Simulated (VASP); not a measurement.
# YPtC2N2 (C2/m) in VASP: notebook

The runs below take YPtC2N2 through single point, with PBE.

Program: VASP 6.6.1. These are calculated values, not measurements. Logs are shortened: lines on timing, memory, paths and dates and some standing lists are left out, and cuts for length are marked.

### Step 1. The cell of the first run

It takes space group C2/m (No. 12, monoclinic). Conventional cell: a = 6.869 Å, b = 9.387 Å, c = 3.604 Å, α = 90.00°, β = 121.51°, γ = 90.00°. Within 3.7 Å of Y (site symmetry 2/m) lie 4 N at 2.39 Å and 2 Pt at 2.93 Å and 8 C at 3.31 to 3.50 Å and 2 Y at 3.60 Å. Pt (site symmetry 2/m) has 2 C at 1.92 Å within 2.5 Å. C (site symmetry 2) has 1 N at 1.20 Å within 1.6 Å. N (site symmetry 2) has 1 C at 1.20 Å within 1.6 Å.

### Step 2. Single point, PBE

INCAR

```
SYSTEM = YPtC2N2
ALGO = Normal
EDIFF = 1E-7
ENCUT = 520
GGA = PE
ISIF = 2
ISMEAR = 0
LASPH = .True.
LCHARG = .False.
LREAL = .False.
LWAVE = .False.
NBANDS = 28
NELM = 100
PREC = Accurate
SIGMA = 0.1
```

KPOINTS

```
k-points
0
Gamma
  8 8 12
  0 0 0
```

POSCAR

```
YPtC2N2
1.0
    3.4342688417     -4.6933708340     -0.0060998676
    3.4342688417      4.6933708340     -0.0060998676
   -1.8782463471      0.0000000000      3.0761357954
Y Pt C N
1 1 2 2
Direct
    0.5000000000      0.5000000000      0.5000000000
    0.0000000000      0.0000000000      0.0000000000
    0.7959611022      0.2040388978      0.0000000000
    0.2040388978      0.7959611022      0.0000000000
    0.6678285951      0.3321714049      0.0000000000
    0.3321714049      0.6678285951      0.0000000000
```

Potentials or basis: VASP PAW PBE potentials, release 64 (Y_sv, Pt, C, N).

Started as:

```bash
> cat potpaw_PBE.64/Y_sv/POTCAR potpaw_PBE.64/Pt/POTCAR potpaw_PBE.64/C/POTCAR potpaw_PBE.64/N/POTCAR > POTCAR
> mpirun -np 1 vasp_std > vasp.out
```

OUTCAR:

```text
SYSTEM = YPtC2N2
   EDIFF = 1E-7
   ENCUT = 520
   GGA = PE
   ISIF = 2
   ISMEAR = 0
   LASPH = .True.
   LREAL = .False.
   NELM = 100
   PREC = Accurate

 ion  position               nearest neighbor table
   1  0.500  0.500  0.500-   5 2.39   6 2.39   5 2.39   6 2.39   2 2.93   2 2.93
   2  0.000  0.000  0.000-   3 1.92   4 1.92   1 2.93   1 2.93
   3  0.796  0.204  0.000-   5 1.20   2 1.92
   4  0.204  0.796  0.000-   6 1.20   2 1.92
   5  0.668  0.332  0.000-   3 1.20   1 2.39   1 2.39
   6  0.332  0.668  0.000-   4 1.20   1 2.39   1 2.39

  LATTYP: Found a base centered monoclinic cell.
 ALAT       =     6.8685485178
 B/A-ratio  =     1.3666266816
 C/A-ratio  =     0.5247429819
 COS(beta)  =    -0.5226389513

  Lattice vectors:

 A1 = (   3.4342688417,  -4.6933708340,  -0.0060998676)
 A2 = (   3.4342688417,   4.6933708340,  -0.0060998676)
 A3 = (  -1.8782463471,   0.0000000000,   3.0761357954)

Analysis of symmetry for initial positions (statically):
=====================================================================
 Subroutine PRICEL returns:
 Original cell was already a primitive cell.

 Routine SETGRP: Setting up the symmetry group for a
 base centered monoclinic supercell.

 Subroutine GETGRP returns: Found  4 space group operations
 (whereof  4 operations were pure point group operations)
 out of a pool of  4 trial point group operations.

The static configuration has the point symmetry C_2h.

Analysis of symmetry for dynamics (positions and initial velocities):
=====================================================================
 Subroutine PRICEL returns:
 Original cell was already a primitive cell.

 Routine SETGRP: Setting up the symmetry group for a
 base centered monoclinic supercell.

 Subroutine GETGRP returns: Found  4 space group operations
 (whereof  4 operations were pure point group operations)
 out of a pool of  4 trial point group operations.

The dynamic configuration has the point symmetry C_2h.

 Subroutine INISYM returns: Found  4 space group operations
 (whereof  4 operations are pure point group operations),
 and found     1 'primitive' translations

----------------------------------------------------------------------------------------

                                     Primitive cell

  volume of cell :      99.0566

  direct lattice vectors                    reciprocal lattice vectors
     3.434268842 -4.693370834 -0.006099868     0.145749464 -0.106533240  0.088992625
     3.434268842  4.693370834 -0.006099868     0.145749464  0.106533240  0.088992625
    -1.878246347  0.000000000  3.076135795     0.000578032  0.000000000  0.325436116

  length of vectors
     5.815665867  5.815665867  3.604222631     0.201275743  0.201275743  0.325436630

  position of ions in fractional coordinates (direct lattice)
     0.500000000  0.500000000  0.500000000
     0.000000000  0.000000000  0.000000000
     0.795961102  0.204038898  0.000000000
     0.204038898  0.795961102  0.000000000
     0.667828595  0.332171405  0.000000000
     0.332171405  0.667828595  0.000000000

  ion indices of the primitive-cell ions
   primitive index   ion index
                 1           1
                 2           2
                 3           3
                 4           4
                 5           5
                 6           6

----------------------------------------------------------------------------------------

 KPOINTS: k-points

Automatic generation of k-mesh.
 Grid dimensions read from file:
 generate k-points for:    8    8   12

 Generating k-lattice:

  Cartesian coordinates                     Fractional coordinates (reciprocal lattice)
     0.018218683 -0.013316655  0.011124078     0.125000000 -0.000000000  0.000000000
     0.018218683  0.013316655  0.011124078    -0.000000000  0.125000000  0.000000000
     0.000048169  0.000000000  0.027119676     0.000000000  0.000000000  0.083333333

  Length of vectors
     0.025159468  0.025159468  0.027119719

  Shift w.r.t. Gamma in fractional coordinates (k-lattice)
     0.000000000  0.000000000  0.000000000

 Subroutine IBZKPT returns following result:
 ===========================================

 Found    222 irreducible k-points:

 Following reciprocal coordinates:
            Coordinates               Weight
  0.000000  0.000000  0.000000      1.000000
  0.125000 -0.000000  0.000000      4.000000
  0.250000 -0.000000  0.000000      4.000000
  0.375000 -0.000000  0.000000      4.000000
  0.500000 -0.000000  0.000000      2.000000
  0.125000  0.125000  0.000000      2.000000
[... 16 lines left out ...]
  0.125000 -0.000000  0.083333      4.000000
  0.250000 -0.000000  0.083333      4.000000
 [... further k-points ...]
   k-points           NKPTS =    222   k-points in BZ     NKDIM =    222   number of bands    NBANDS=     28
   number of dos      NEDOS =    301   number of ions     NIONS =      6
   total plane-waves  NPLWV =  64512
   dimension x,y,z NGX =    48 NGY =   48 NGZ =   28
   dimension x,y,z NGXF=    96 NGYF=   96 NGZF=   56
   ions per type =               1   1   2   2
   NGX,Y,Z   is equivalent  to a cutoff of  13.72, 13.72, 12.92 a.u.
   NGXF,Y,Z  is equivalent  to a cutoff of  27.44, 27.44, 25.83 a.u.
 SYSTEM =  YPtC2N2
   PREC   = accura    normal or accurate (medium, high low for compatibility)
   ISTART =      0    job   : 0-new  1-cont  2-samecut
   ICHARG =      2    charge: 1-file 2-atom 10-const
   ISPIN  =      1    spin polarized calculation?
   LNONCOLLINEAR =      F non collinear calculations
   LSORBIT =      F    spin-orbit coupling
   LASPH  =      T    aspherical Exc in radial PAW
   ENCUT  =  520.0 eV  38.22 Ry    6.18 a.u.  10.81 10.81  6.70*2*pi/ulx,y,z
   NELM   =    100;   NELMIN=  2; NELMDL= -5     # of ELM steps
   EDIFF  = 0.1E-06   stopping-criterion for ELM
   LREAL  =      F    real-space projection
   EDIFFG = 0.1E-05   stopping-criterion for IOM
   NSW    =      0    number of steps for IOM
   IBRION =     -1    ionic relax: 0-MD 1-quasi-New 2-CG
   NFREE  =      0    steps in history (QN), initial steepest desc. (CG)
   ISIF   =      2    stress and relaxation
   ISYM   =      2    0-nonsym 1-usesym 2-fastsym
   POTIM  = 0.5000    time-step for ionic-motion
   TEBEG  =    0.0;   TEEND  =   0.0 temperature during run
   PSTRESS=    0.0 pullay stress
   NELECT =      39.0000    total number of electrons
   NUPDOWN=      -1.0000    fix difference up-down
   EMIN   =  10.00;   EMAX   =-10.00  energy-range for DOS
   EFERMI =   0.00;   METHOD = LEGACY
   ISMEAR =     0;   SIGMA  =   0.10  broadening in eV -4-tet -1-fermi 0-gaus
   EFERMI_NEDOS =   21; number of points for ismear=-14 and -15
   IALGO  =     38    algorithm
   IMIX   =      4    mixing-type and parameters
     AMIX     =   0.40;   BMIX     =  1.00
     AMIX_MAG =   1.60;   BMIX_MAG =  1.00
  volume/ion in A,a.u.               =      16.51       111.41
  Fermi-wavevector in a.u.,A,eV,Ry     =   1.199873  2.267431 19.588238  1.439695
  Thomas-Fermi vector in A             =   2.335724
   LORBIT       =      0    0 simple, 1 ext, 2 COOP (PROOUT), +10 PAW based schemes
   GGA     = PE    functional components
   LHFCALC =     F    Hartree Fock is set to
   AEXX    =    0.0000 exact exchange contribution
   IVDW    =     0    specifies the selected vdW correction
   LEPSILON=     F    determine dielectric tensor
   LRPA    =     F    only Hartree local field effects (RPA)
 non-spin polarized calculation
 Gauss-broadening in eV      SIGMA  =   0.10
  energy-cutoff  :      520.00
  volume of cell :       99.06
 maximum number of plane-waves:      2688
 NGX is ok and might be reduce to    48

 number of electron      39.0000000 magnetization

 Free energy of the ion-electron system (eV)
  ---------------------------------------------------
  ext. energy  EPLUGINS =         0.00000000
  ---------------------------------------------------
  free energy    TOTEN  =       -49.81477621 eV

  energy without entropy =      -49.80849509  energy(sigma->0) =      -49.81163565

 E-fermi :   3.9692     XC(G=0):  -9.6148

 val. band max:        3.9689093442   @ k =  -0.2500   0.0000   0.4167
 cond. band min:       3.9746720631   @ k =  -0.1250  -0.1250   0.2500
 fundamental gap:      0.0057627190
 Fermi energy:         3.9691503109

 k-point     1 :       0.0000    0.0000    0.0000
  band No.  band energies     occupation
      1     -39.7048      2.00000
      2     -19.9053      2.00000
      3     -19.6037      2.00000
      4     -19.5593      2.00000
      5     -15.5176      2.00000
      6     -15.0627      2.00000
[... 20 lines left out ...]
     27       8.2820      0.00000
     28      10.4014      0.00000

 k-point     2 :       0.1250   -0.0000    0.0000
  band No.  band energies     occupation
      1     -39.7047      2.00000
      2     -19.9064      2.00000
      3     -19.6071      2.00000
      4     -19.5594      2.00000
      5     -15.5028      2.00000
      6     -15.0754      2.00000
[... 20 lines left out ...]
     27       8.2236      0.00000
     28       9.5293      0.00000

 k-point     3 :       0.2500   -0.0000    0.0000
  band No.  band energies     occupation
      1     -39.7044      2.00000
      2     -19.9093      2.00000
      3     -19.6152      2.00000
      4     -19.5596      2.00000
      5     -15.4628      2.00000
      6     -15.1104      2.00000
[... 20 lines left out ...]
     27       8.1503      0.00000
     28       9.2496      0.00000

 k-point     4 :       0.3750   -0.0000    0.0000
  band No.  band energies     occupation
      1     -39.7042      2.00000
      2     -19.9121      2.00000
      3     -19.6233      2.00000
      4     -19.5599      2.00000
      5     -15.4127      2.00000
      6     -15.1556      2.00000
[... 20 lines left out ...]
     27       8.0971      0.00000
     28       9.4843      0.00000

 k-point     5 :       0.5000   -0.0000    0.0000
  band No.  band energies     occupation
      1     -39.7041      2.00000
      2     -19.9133      2.00000
      3     -19.6267      2.00000
      4     -19.5600      2.00000
      5     -15.3858      2.00000
      6     -15.1805      2.00000
[... 20 lines left out ...]
     27       8.0775      0.00000
     28       9.9109      0.00000

 k-point     6 :       0.1250    0.1250    0.0000
  band No.  band energies     occupation
      1     -39.7045      2.00000
      2     -19.9076      2.00000
      3     -19.6151      2.00000
      4     -19.5596      2.00000
      5     -15.4853      2.00000
      6     -15.0909      2.00000
[... 463 lines left out ...]
      5     -15.2944      2.00000
      6     -15.2477      2.00000
[... 20 lines left out ...]
     27       8.6453      0.00000
     28       8.9490      0.00000

 k-point    22 :       0.0000    0.0000    0.0833
  band No.  band energies     occupation
      1     -39.7032      2.00000
      2     -19.8962      2.00000
      3     -19.6031      2.00000
      4     -19.5924      2.00000
      5     -15.4904      2.00000
      6     -15.0783      2.00000
[... 20 lines left out ...]
     27       8.2154      0.00000
     28       9.8385      0.00000

 k-point    23 :       0.1250   -0.0000    0.0833
  band No.  band energies     occupation
      1     -39.7030      2.00000
      2     -19.8980      2.00000
      3     -19.6101      2.00000
      4     -19.5926      2.00000
      5     -15.4663      2.00000
      6     -15.0991      2.00000
[... 20 lines left out ...]
     27       8.1614      0.00000
     28       9.2840      0.00000

 k-point    24 :       0.2500   -0.0000    0.0833
  band No.  band energies     occupation
      1     -39.7027      2.00000
      2     -19.9009      2.00000
      3     -19.6188      2.00000
      4     -19.5928      2.00000
      5     -15.4218      2.00000
      6     -15.1381      2.00000
[... 20 lines left out ...]
     27       8.1021      0.00000
     28       9.3123      0.00000

 [... further k-points ...]

------------------------ aborting loop because EDIFF is reached ----------------------------------------

  FORCE on cell =-STRESS in cart. coord.  units (eV):
  Direction    XX          YY          ZZ          XY          YZ          ZX
  --------------------------------------------------------------------------------------
  -------------------------------------------------------------------------------------
  Total       -0.0884267      0.4551150     -0.0889728      0.0000000      0.0000000     -0.0135839
  in kB       -1.4302450      7.3611949     -1.4390780      0.0000000      0.0000000     -0.2197113
  external PRESSURE =       1.4972906 kB  Pullay stress =       0.0000000 kB

 VOLUME and BASIS-vectors are now :
 -----------------------------------------------------------------------------
  energy-cutoff  :      520.00
  volume of cell :       99.06
      direct lattice vectors                 reciprocal lattice vectors
     3.434268842 -4.693370834 -0.006099868     0.145749464 -0.106533240  0.088992625
     3.434268842  4.693370834 -0.006099868     0.145749464  0.106533240  0.088992625
    -1.878246347  0.000000000  3.076135795     0.000578032  0.000000000  0.325436116

 POSITION                                       TOTAL-FORCE (eV/Angst)
 -----------------------------------------------------------------------------------
      2.49515      0.00000      1.53197         0.000000     -0.000000     -0.000000
      0.00000      0.00000      0.00000         0.000000     -0.000000     -0.000000
      3.43427     -2.77811     -0.00610        -0.000000     -0.269910      0.000000
      3.43427      2.77811     -0.00610        -0.000000      0.269910      0.000000
      3.43427     -1.57536     -0.00610         0.000000      0.245513     -0.000000
      3.43427      1.57536     -0.00610         0.000000     -0.245513      0.000000
 -----------------------------------------------------------------------------------
    total drift:                                0.000000     -0.000000     -0.000000

  FREE ENERGIE OF THE ION-ELECTRON SYSTEM (eV)
  ---------------------------------------------------
  free  energy   TOTEN  =       -49.8147762146 eV

  energy  without entropy=      -49.8084950917  energy(sigma->0) =      -49.81163565
```

It took 12 min on 1 thread of Intel Xeon Platinum 8259CL at 2.50GHz (Skylake/Cascade Lake), shared host; peak memory 0.78 GiB.

Results:

```
Free energy            : -49.8148 eV
Pressure               : 0.1 GPa
Largest force          : 0.270 eV/Å
Band gap on the k mesh : zero (an odd number of electrons rules out a gap without spin polarisation)
```

Forces in eV/Å, atoms in the order of the input:
```
Y    0.000  0.000  0.000
Pt   0.000  0.000  0.000
C    0.000 -0.270  0.000
C    0.000  0.270  0.000
N    0.000  0.246  0.000
N    0.000 -0.246  0.000
```

Stress tensor (GPa, compression positive):
```
-0.14  0.00 -0.02
 0.00  0.74  0.00
-0.02  0.00 -0.14
```

Levels at points of the mesh, in eV from the Fermi level:
```tsv
k point	band 18	band 19	band 20	band 21	band 22	band 23
(0.00, 0.00, 0.00)	-3.10	-2.65	-0.36	1.11	2.13	2.18
(0.50, 0.00, 0.00)	-2.93	-2.48	-0.73	0.80	1.06	1.98
(0.50, 0.50, 0.00)	-3.20	-2.64	1.15	1.98	2.18	2.37
(0.00, 0.00, 0.50)	-3.00	-1.17	-0.99	0.37	1.63	1.95
(0.50, 0.00, 0.50)	-2.85	-1.07	0.35	1.38	1.50	2.45
(0.50, 0.50, 0.50)	-3.00	-1.17	-0.99	0.39	1.62	1.96
```

Caveat: spin-orbit coupling is left out, which moves the levels of the heavy elements.

### Step 3. Single point, PBE

This run uses another cell than the first one: it holds 12 atoms, not 6.

INCAR

```
ALGO = Normal
EDIFF = 1E-6
ENCUT = 520
GGA = PE
ISIF = 2
ISMEAR = 0
LASPH = True
LCHARG = True
LELF = True
LREAL = False
LVHAR = True
LWAVE = False
NBANDS = 51
NELM = 60
PREC = Accurate
SIGMA = 0.2
```

KPOINTS

```
k-points
0
Gamma
  4 4 4
```

POSCAR

```
YPtC2N2
1.0
   -3.4342688417      4.6933708340      0.0060998676
   -3.4342688417     -4.6933708340      0.0060998676
    3.1120449893      0.0000000000      6.1400718555
Y Pt C N
2 2 4 4
Direct
    0.7500000000      0.7500000000      0.2500000000
    0.2500000000      0.2500000000      0.7500000000
    0.5000000000      0.5000000000      0.5000000000
    1.0000000000      1.0000000000      1.0000000000
    0.2040388978      0.7959611022      1.0000000000
    0.7040388978      0.2959611022      0.5000000000
    0.7959611022      0.2040388978      0.0000000000
    0.2959611022      0.7040388978      0.5000000000
    0.3321714049      0.6678285951      0.0000000000
    0.8321714049      0.1678285951      0.5000000000
    0.6678285951      0.3321714049      1.0000000000
    0.1678285951      0.8321714049      0.5000000000
```

Potentials or basis: VASP PAW PBE potentials, release 64 (Y_sv, Pt, C, N).

Started as:

```bash
> cat potpaw_PBE.64/Y_sv/POTCAR potpaw_PBE.64/Pt/POTCAR potpaw_PBE.64/C/POTCAR potpaw_PBE.64/N/POTCAR > POTCAR
> mpirun -np 1 vasp_std > vasp.out
```

It took 4.1 min on 1 thread of AMD EPYC 9R45 (Zen 5), shared host; peak memory 0.47 GiB.

It converged, with:

```
Free energy            : -99.6641 eV
Pressure               : 0.1 GPa
Largest force          : 0.257 eV/Å
Band gap on the k mesh : zero (bands 39 and 40 overlap by 1.01 eV)
```

Forces in eV/Å, atoms in the order of the input:
```
Y    0.000  0.000  0.000
Y    0.000  0.000  0.000
Pt   0.000  0.000  0.000
Pt   0.000  0.000  0.000
C    0.000 -0.257  0.000
C    0.000 -0.257  0.000
C    0.000  0.257  0.000
C    0.000  0.257  0.000
N    0.000  0.240  0.000
N    0.000  0.240  0.000
N    0.000 -0.240  0.000
N    0.000 -0.240  0.000
```

Stress tensor (GPa, compression positive):
```
-0.23  0.00 -0.06
 0.00  0.80  0.00
-0.06  0.00 -0.29
```

Levels at points of the mesh, in eV from the Fermi level:
```
           k point  band 35  band 36  band 37  band 38  band 39  band 40  band 41  band 42  band 43  band 44
(0.00, 0.00, 0.00)    -3.08    -2.98    -2.63    -1.15    -0.97    -0.34     0.39     1.13     1.65     1.96
(0.50, 0.00, 0.00)    -2.74    -2.74    -2.45    -2.45     0.46     0.46     0.99     0.99     1.88     1.88
(0.50, 0.50, 0.00)    -3.11    -2.98    -2.62    -1.15    -0.96     0.40     1.17     1.64     1.97     1.99
(0.00, 0.00, 0.50)    -2.88    -2.88    -2.51    -2.51    -0.32    -0.32     1.17     1.17     2.28     2.28
(0.50, 0.00, 0.50)    -2.92    -2.83    -2.46    -1.04    -0.71     0.38     0.82     1.08     1.40     1.52
(0.50, 0.50, 0.50)    -2.83    -2.83    -2.47    -2.47     0.65     0.65     1.46     1.46     1.95     1.95
```

Caveat: spin-orbit coupling is left out, which moves the levels of the heavy elements.
